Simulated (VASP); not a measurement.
# SrIrO3 (Pm-3m) in VASP: notebook

Runs on SrIrO3. Level: LDA. Tasks: single point, relaxation of cell and atoms.

All numbers are computed with VASP 6.6.1; they aren't measurements. Logs are shortened: lines on timing, memory, paths and dates and some standing lists are left out, and cuts for length are marked.

**1. The cell of the first run**

The structure is cubic, space group Pm-3m (No. 221). Conventional cell: a = 3.905 Å, b = 3.905 Å, c = 3.905 Å, α = 90.00°, β = 90.00°, γ = 90.00°. Within 3.6 Å of Sr (site symmetry m-3m) lie 12 O at 2.76 Å and 8 Ir at 3.38 Å. Ir (site symmetry m-3m) has 6 O at 1.95 Å within 2.6 Å. Within 2.6 Å of O (site symmetry 4/mmm) lie 2 Ir at 1.95 Å.

**2. Single point, LDA, collinear spin**

The input, INCAR:

```
ALGO = Normal
EDIFF = 1E-7
ENCUT = 520
GGA = CA
ISIF = 2
ISMEAR = -1
ISPIN = 2
LASPH = T
LCHARG = F
LMAXMIX = 4
LORBIT = 11
LREAL = F
LWAVE = F
MAGMOM = 0 0.5 0 0 0
NBANDS = 30
NELM = 150
PREC = Accurate
SIGMA = 0.1
```

The input, KPOINTS:

```
k-points
0
Gamma
  7 7 7
```

The input, POSCAR:

```
SrIrO3
1.0
    3.9047688794      0.0000000000      0.0000000000
    0.0000000000      3.9047688794      0.0000000000
    0.0000000000      0.0000000000      3.9047688794
Sr Ir O
1 1 3
Direct
    0.0000000000      0.0000000000      0.0000000000
    0.5000000000      0.5000000000      0.5000000000
    0.5000000000      0.5000000000      0.0000000000
    0.0000000000      0.5000000000      0.5000000000
    0.5000000000      0.0000000000      0.5000000000
```

Potentials or basis: VASP PAW LDA potentials, release 64 (Sr_sv, Ir, O).

Started as:

```sh
cat potpaw_LDA.64/Sr_sv/POTCAR potpaw_LDA.64/Ir/POTCAR potpaw_LDA.64/O/POTCAR > POTCAR
mpirun -np 1 vasp_std > vasp.out
```

OUTCAR:

```text
EDIFF = 1E-7
   ENCUT = 520
   GGA = CA
   ISIF = 2
   ISMEAR = -1
   ISPIN = 2
   LASPH = T
   LORBIT = 11
   LREAL = F
   NELM = 150
   PREC = Accurate

 ion  position               nearest neighbor table
   1  0.000  0.000  0.000-   3 2.76   4 2.76   5 2.76   4 2.76   5 2.76   3 2.76   4 2.76   4 2.76
                             3 2.76   5 2.76   5 2.76   3 2.76   2 3.38   2 3.38   2 3.38   2 3.38
   2  0.500  0.500  0.500-   3 1.95   4 1.95   5 1.95   3 1.95   5 1.95   4 1.95   1 3.38   1 3.38
                             1 3.38   1 3.38   1 3.38   1 3.38   1 3.38   1 3.38
   3  0.500  0.500  0.000-   2 1.95   2 1.95   1 2.76   1 2.76   1 2.76   1 2.76
   4  0.000  0.500  0.500-   2 1.95   2 1.95   1 2.76   1 2.76   1 2.76   1 2.76
   5  0.500  0.000  0.500-   2 1.95   2 1.95   1 2.76   1 2.76   1 2.76   1 2.76

  LATTYP: Found a simple cubic cell.
 ALAT       =     3.9047688794

  Lattice vectors:

 A1 = (   3.9047688794,   0.0000000000,   0.0000000000)
 A2 = (   0.0000000000,   3.9047688794,   0.0000000000)
 A3 = (   0.0000000000,   0.0000000000,   3.9047688794)

Analysis of symmetry for initial positions (statically):
=====================================================================
 Subroutine PRICEL returns:
 Original cell was already a primitive cell.

 Routine SETGRP: Setting up the symmetry group for a
 simple cubic supercell.

 Subroutine GETGRP returns: Found 48 space group operations
 (whereof 48 operations were pure point group operations)
 out of a pool of 48 trial point group operations.

The static configuration has the point symmetry O_h .

Analysis of symmetry for dynamics (positions and initial velocities):
=====================================================================
 Subroutine PRICEL returns:
 Original cell was already a primitive cell.

 Routine SETGRP: Setting up the symmetry group for a
 simple cubic supercell.

 Subroutine GETGRP returns: Found 48 space group operations
 (whereof 48 operations were pure point group operations)
 out of a pool of 48 trial point group operations.

The dynamic configuration has the point symmetry O_h .

Analysis of structural, dynamic, and magnetic symmetry:
=====================================================================
 Subroutine PRICEL returns:
 Original cell was already a primitive cell.

 Routine SETGRP: Setting up the symmetry group for a
 simple cubic supercell.

 Subroutine GETGRP returns: Found 48 space group operations
 (whereof 48 operations were pure point group operations)
 out of a pool of 48 trial point group operations.

The overall configuration has the point symmetry O_h .

 Subroutine INISYM returns: Found 48 space group operations
 (whereof 48 operations are pure point group operations),
 and found     1 'primitive' translations

----------------------------------------------------------------------------------------

                                     Primitive cell

  volume of cell :      59.5369

  direct lattice vectors                    reciprocal lattice vectors
     3.904768879  0.000000000  0.000000000     0.256097104  0.000000000  0.000000000
     0.000000000  3.904768879  0.000000000     0.000000000  0.256097104  0.000000000
     0.000000000  0.000000000  3.904768879     0.000000000  0.000000000  0.256097104

  length of vectors
     3.904768879  3.904768879  3.904768879     0.256097104  0.256097104  0.256097104

  position of ions in fractional coordinates (direct lattice)
     0.000000000  0.000000000  0.000000000
     0.500000000  0.500000000  0.500000000
     0.500000000  0.500000000  0.000000000
     0.000000000  0.500000000  0.500000000
     0.500000000  0.000000000  0.500000000

  ion indices of the primitive-cell ions
   primitive index   ion index
                 1           1
                 2           2
                 3           3
                 4           4
                 5           5

----------------------------------------------------------------------------------------

 KPOINTS: k-points

Automatic generation of k-mesh.
 Grid dimensions read from file:
 generate k-points for:    7    7    7

 Generating k-lattice:

  Cartesian coordinates                     Fractional coordinates (reciprocal lattice)
     0.036585301  0.000000000  0.000000000     0.142857143  0.000000000  0.000000000
     0.000000000  0.036585301  0.000000000     0.000000000  0.142857143  0.000000000
     0.000000000  0.000000000  0.036585301     0.000000000  0.000000000  0.142857143

  Length of vectors
     0.036585301  0.036585301  0.036585301

  Shift w.r.t. Gamma in fractional coordinates (k-lattice)
     0.000000000  0.000000000  0.000000000

 Subroutine IBZKPT returns following result:
 ===========================================

 Found     20 irreducible k-points:

 Following reciprocal coordinates:
            Coordinates               Weight
  0.000000  0.000000  0.000000      1.000000
  0.142857  0.000000  0.000000      6.000000
  0.285714  0.000000  0.000000      6.000000
  0.428571  0.000000  0.000000      6.000000
  0.142857  0.142857  0.000000     12.000000
  0.285714  0.142857  0.000000     24.000000
[... 12 lines left out ...]
  0.428571  0.428571  0.285714     24.000000
  0.428571  0.428571  0.428571      8.000000
   k-points           NKPTS =     20   k-points in BZ     NKDIM =     20   number of bands    NBANDS=     30
   number of dos      NEDOS =    301   number of ions     NIONS =      5
   total plane-waves  NPLWV =  27000
   dimension x,y,z NGX =    30 NGY =   30 NGZ =   30
   dimension x,y,z NGXF=    60 NGYF=   60 NGZF=   60
   ions per type =               1   1   3
   NGX,Y,Z   is equivalent  to a cutoff of  12.77, 12.77, 12.77 a.u.
   NGXF,Y,Z  is equivalent  to a cutoff of  25.55, 25.55, 25.55 a.u.
 SYSTEM =  unknown system
   PREC   = accura    normal or accurate (medium, high low for compatibility)
   ISTART =      0    job   : 0-new  1-cont  2-samecut
   ICHARG =      2    charge: 1-file 2-atom 10-const
   ISPIN  =      2    spin polarized calculation?
   LNONCOLLINEAR =      F non collinear calculations
   LSORBIT =      F    spin-orbit coupling
   LASPH  =      T    aspherical Exc in radial PAW
   ENCUT  =  520.0 eV  38.22 Ry    6.18 a.u.   7.26  7.26  7.26*2*pi/ulx,y,z
   NELM   =    150;   NELMIN=  2; NELMDL= -5     # of ELM steps
   EDIFF  = 0.1E-06   stopping-criterion for ELM
   LREAL  =      F    real-space projection
   EDIFFG = 0.1E-05   stopping-criterion for IOM
   NSW    =      0    number of steps for IOM
   IBRION =     -1    ionic relax: 0-MD 1-quasi-New 2-CG
   NFREE  =      0    steps in history (QN), initial steepest desc. (CG)
   ISIF   =      2    stress and relaxation
   ISYM   =      2    0-nonsym 1-usesym 2-fastsym
   POTIM  = 0.5000    time-step for ionic-motion
   TEBEG  =    0.0;   TEEND  =   0.0 temperature during run
   PSTRESS=    0.0 pullay stress
   NELECT =      37.0000    total number of electrons
   NUPDOWN=      -1.0000    fix difference up-down
   EMIN   =  10.00;   EMAX   =-10.00  energy-range for DOS
   EFERMI =   0.00;   METHOD = LEGACY
   ISMEAR =    -1;   SIGMA  =   0.10  broadening in eV -4-tet -1-fermi 0-gaus
   EFERMI_NEDOS =   21; number of points for ismear=-14 and -15
   IALGO  =     38    algorithm
   IMIX   =      4    mixing-type and parameters
     AMIX     =   0.40;   BMIX     =  1.00
     AMIX_MAG =   1.60;   BMIX_MAG =  1.00
  volume/ion in A,a.u.               =      11.91        80.35
  Fermi-wavevector in a.u.,A,eV,Ry     =   1.397055  2.640051 26.555331  1.951762
  Thomas-Fermi vector in A             =   2.520349
   LORBIT       =     11    0 simple, 1 ext, 2 COOP (PROOUT), +10 PAW based schemes
   GGA     = CA    functional components
   LHFCALC =     F    Hartree Fock is set to
   AEXX    =    0.0000 exact exchange contribution
   IVDW    =     0    specifies the selected vdW correction
   LEPSILON=     F    determine dielectric tensor
   LRPA    =     F    only Hartree local field effects (RPA)
 spin polarized calculation
  energy-cutoff  :      520.00
  volume of cell :       59.54
 maximum number of plane-waves:      1614
 NGX is ok and might be reduce to    30
   NGX = 15   NGY = 15   NGZ = 15

 number of electron      37.0000008 magnetization      -0.0003561

 number of electron      37.0000008 magnetization       0.0000586

 Free energy of the ion-electron system (eV)
  ---------------------------------------------------
  ext. energy  EPLUGINS =         0.00000000
  ---------------------------------------------------
  free energy    TOTEN  =       -37.42592439 eV

  energy without entropy =      -37.30461291  energy(sigma->0) =      -37.36526865

 E-fermi :   5.8547     XC(G=0): -12.1060

 val. band max:        5.8545060775   @ k =   0.4286   0.2857   0.2857
 cond. band min:       5.9382492043   @ k =   0.4286   0.2857   0.2857
 fundamental gap:      0.0837431267
 Fermi energy:         5.8546869787

 spin component 1

 k-point     1 :       0.0000    0.0000    0.0000
  band No.  band energies     occupation
      1     -28.5121      1.00000
      2     -14.2690      1.00000
      3     -13.1849      1.00000
      4     -13.1849      1.00000
      5     -10.6253      1.00000
      6     -10.6253      1.00000
[... 22 lines left out ...]
     29      20.0995      0.00000
     30      20.0995      0.00000

 k-point     2 :       0.1429    0.0000    0.0000
  band No.  band energies     occupation
      1     -28.5072      1.00000
      2     -14.2487      1.00000
      3     -13.1781      1.00000
      4     -13.1474      1.00000
      5     -10.6158      1.00000
      6     -10.6158      1.00000
[... 22 lines left out ...]
     29      19.9124      0.00000
     30      20.1163      0.00000

 k-point     3 :       0.2857    0.0000    0.0000
  band No.  band energies     occupation
      1     -28.4959      1.00000
      2     -14.2719      1.00000
      3     -13.1616      1.00000
      4     -12.9430      1.00000
      5     -10.5944      1.00000
      6     -10.5944      1.00000
[... 527 lines left out ...]
      6     -10.6608      1.00000
[... 22 lines left out ...]
     29      17.3944      0.00000
     30      18.0043      0.00000

 k-point    20 :       0.4286    0.4286    0.4286
  band No.  band energies     occupation
      1     -28.4473      1.00000
      2     -12.7885      1.00000
      3     -12.6493      1.00000
      4     -12.6493      1.00000
      5     -10.8754      1.00000
      6     -10.8754      1.00000
[... 22 lines left out ...]
     29      18.0418      0.00000
     30      18.0440      0.00000
 Fermi energy:         5.8546869787

 spin component 2

 k-point     1 :       0.0000    0.0000    0.0000
  band No.  band energies     occupation
      1     -28.5121      1.00000
      2     -14.2690      1.00000
      3     -13.1849      1.00000
      4     -13.1849      1.00000
      5     -10.6253      1.00000
      6     -10.6253      1.00000
[... 22 lines left out ...]
     29      20.0995      0.00000
     30      20.0995      0.00000

 k-point     2 :       0.1429    0.0000    0.0000
  band No.  band energies     occupation
      1     -28.5072      1.00000
      2     -14.2487      1.00000
      3     -13.1781      1.00000
      4     -13.1474      1.00000
      5     -10.6158      1.00000
      6     -10.6158      1.00000
[... 22 lines left out ...]
     29      19.9121      0.00000
     30      20.1163      0.00000

 k-point     3 :       0.2857    0.0000    0.0000
  band No.  band energies     occupation
      1     -28.4959      1.00000
      2     -14.2719      1.00000
      3     -13.1616      1.00000
      4     -12.9430      1.00000
      5     -10.5944      1.00000
      6     -10.5944      1.00000
[... 550 lines left out ...]
     29      17.3944      0.00000
     30      18.0043      0.00000

 k-point    20 :       0.4286    0.4286    0.4286
  band No.  band energies     occupation
      1     -28.4473      1.00000
      2     -12.7884      1.00000
      3     -12.6493      1.00000
      4     -12.6493      1.00000
      5     -10.8754      1.00000
      6     -10.8754      1.00000
[... 22 lines left out ...]
     29      18.0418      0.00000
     30      18.0432      0.00000

------------------------ aborting loop because EDIFF is reached ----------------------------------------

  FORCE on cell =-STRESS in cart. coord.  units (eV):
  Direction    XX          YY          ZZ          XY          YZ          ZX
  --------------------------------------------------------------------------------------
  -------------------------------------------------------------------------------------
  Total        1.0343856      1.0343856      1.0343856     -0.0000000      0.0000000     -0.0000000
  in kB       27.8360146     27.8360146     27.8360146     -0.0000000      0.0000000     -0.0000000
  external PRESSURE =      27.8360146 kB  Pullay stress =       0.0000000 kB

 VOLUME and BASIS-vectors are now :
 -----------------------------------------------------------------------------
  energy-cutoff  :      520.00
  volume of cell :       59.54
      direct lattice vectors                 reciprocal lattice vectors
     3.904768879  0.000000000  0.000000000     0.256097104  0.000000000  0.000000000
     0.000000000  3.904768879  0.000000000     0.000000000  0.256097104  0.000000000
     0.000000000  0.000000000  3.904768879     0.000000000  0.000000000  0.256097104

 POSITION                                       TOTAL-FORCE (eV/Angst)
 -----------------------------------------------------------------------------------
      0.00000      0.00000      0.00000         0.000000      0.000000      0.000000
      1.95238      1.95238      1.95238         0.000000      0.000000      0.000000
      1.95238      1.95238      0.00000         0.000000      0.000000      0.000000
      0.00000      1.95238      1.95238         0.000000      0.000000      0.000000
      1.95238      0.00000      1.95238         0.000000      0.000000      0.000000
 -----------------------------------------------------------------------------------
    total drift:                                0.000000      0.000000     -0.000000

  FREE ENERGIE OF THE ION-ELECTRON SYSTEM (eV)
  ---------------------------------------------------
  free  energy   TOTEN  =       -37.4259243906 eV

  energy  without entropy=      -37.3046129148  energy(sigma->0) =      -37.36526865

 total charge

# of ion       s       p       d       tot
------------------------------------------
    1        1.997   5.775   0.214   7.985
    2        0.627   0.915   6.979   8.522
    3        1.534   3.487   0.000   5.021
    4        1.534   3.487   0.000   5.021
    5        1.534   3.487   0.000   5.021
--------------------------------------------------
tot          7.227  17.151   7.193  31.571

 magnetization (x)

# of ion       s       p       d       tot
------------------------------------------
    1        0.000   0.000  -0.000  -0.000
    2       -0.000  -0.000  -0.000  -0.000
    3       -0.000   0.000   0.000   0.000
    4       -0.000   0.000   0.000   0.000
    5       -0.000   0.000   0.000   0.000
--------------------------------------------------
tot         -0.000  -0.000  -0.000  -0.000
```

Run time: 2.9 min. Hardware: 1 thread of Intel Xeon 8259CL, shared host; peak memory 0.2 GiB.

What came out:

| Quantity | Value |
| --- | --- |
| Free energy | -37.4259 eV |
| Pressure | 2.8 GPa |
| Net moment | 0.00 μB per cell |
| Valence electrons inside the program's atomic spheres | Sr 7.99; Ir 8.52; O 5.02 |

Caveat: spin-orbit coupling is left out, which moves the levels of the heavy elements.

**3. Relaxation of cell and atoms, LDA, collinear spin**

This run uses another cell than the first one, of 12.80 Å³/atom.

The input, INCAR:

```
SYSTEM = SrIrO3
PREC = Accurate
ENCUT = 600
EDIFF = 1E-6
ISMEAR = -1
SIGMA = 0.1
LREAL = .FALSE.
LASPH = .TRUE.
NELM = 150
ALGO = Normal
ISIF = 3
LWAVE = .FALSE.
LCHARG = .FALSE.
ISPIN = 2
MAGMOM = 0 0.5 0 0 0
LORBIT = 11
LMAXMIX = 4
IBRION = 2
NSW = 80
EDIFFG = -0.03
```

The input, KPOINTS:

```
Automatic mesh
0
G
  7 7 7
  0 0 0
```

Changes to POSCAR since step 2:

```diff
@@ -2,5 +2,5 @@
 1.0
-    3.9047688794      0.0000000000      0.0000000000
-    0.0000000000      3.9047688794      0.0000000000
-    0.0000000000      0.0000000000      3.9047688794
+    4.0000000000      0.0000000000      0.0000000000
+    0.0000000000      4.0000000000      0.0000000000
+    0.0000000000      0.0000000000      4.0000000000
 Sr Ir O
```

Potentials or basis: VASP PAW LDA potentials, release 64 (Sr_sv, Ir, O).

Started as:

```sh
cat potpaw_LDA.64/Sr_sv/POTCAR potpaw_LDA.64/Ir/POTCAR potpaw_LDA.64/O/POTCAR > POTCAR
mpirun -np 1 vasp_std > vasp.out
```

Run time: 4.8 min. Hardware: 1 thread of Intel Xeon 8259CL, shared host; peak memory 0.21 GiB.

Results (log left out):

- Free energy: -37.4499 eV
- Relaxed volume: 12.06 Å³/atom
- Relaxed cell: a = 3.921 Å, b = 3.921 Å, c = 3.921 Å, α = 90.00°, β = 90.00°, γ = 90.00°
- Space group after relaxing (to 0.1 Å): Pm-3m (No. 221)
- Energy gained by relaxing: 26.9 meV/atom
- Ionic steps: 3
- Pressure after relaxing: -0.2 GPa
- Net moment: 0.00 μB per cell
- Valence electrons inside the program's atomic spheres: Sr 7.98; Ir 8.47; O 5.01

The path:
| step | energy change (eV) | largest force (eV/Å) | pressure (GPa) | volume (Å³) |
| --- | --- | --- | --- | --- |
| 1 | 0.0000 | 0.0000 | -10.78 | 64.00 |
| 2 | 0.0522 | 0.0000 | 16.37 | 56.35 |
| 3 | -0.1345 | 0.0000 | -0.21 | 60.30 |

Final structure:
```cif
data_structure
_symmetry_space_group_name_H-M 'P 1'
_symmetry_Int_Tables_number 1
_cell_length_a 3.9213
_cell_length_b 3.9213
_cell_length_c 3.9213
_cell_angle_alpha 90.000
_cell_angle_beta 90.000
_cell_angle_gamma 90.000
_cell_volume 60.30
loop_
_atom_site_label
_atom_site_type_symbol
_atom_site_fract_x
_atom_site_fract_y
_atom_site_fract_z
_atom_site_occupancy
Sr1 Sr 0.00000 0.00000 0.00000 1
Ir1 Ir 0.50000 0.50000 0.50000 1
O1 O 0.50000 0.50000 0.00000 1
O2 O 0.00000 0.50000 0.50000 1
O3 O 0.50000 0.00000 0.50000 1
```

Levels at points of the mesh, in eV from the Fermi level:
Spin up:
```csv
k point,band 16,band 17,band 18,band 19,band 20,band 21,band 22
"(0.00, 0.00, 0.00)",-3.37,-2.93,-2.93,-2.93,-0.32,-0.32,3.31
```
Spin down:
```
           k point  band 15  band 16  band 17  band 18  band 19  band 20  band 21  band 22
(0.00, 0.00, 0.00)    -3.37    -3.37    -2.93    -2.93    -2.93    -0.32    -0.32     3.31
```

Caveat: spin-orbit coupling is left out, which moves the levels of the heavy elements.
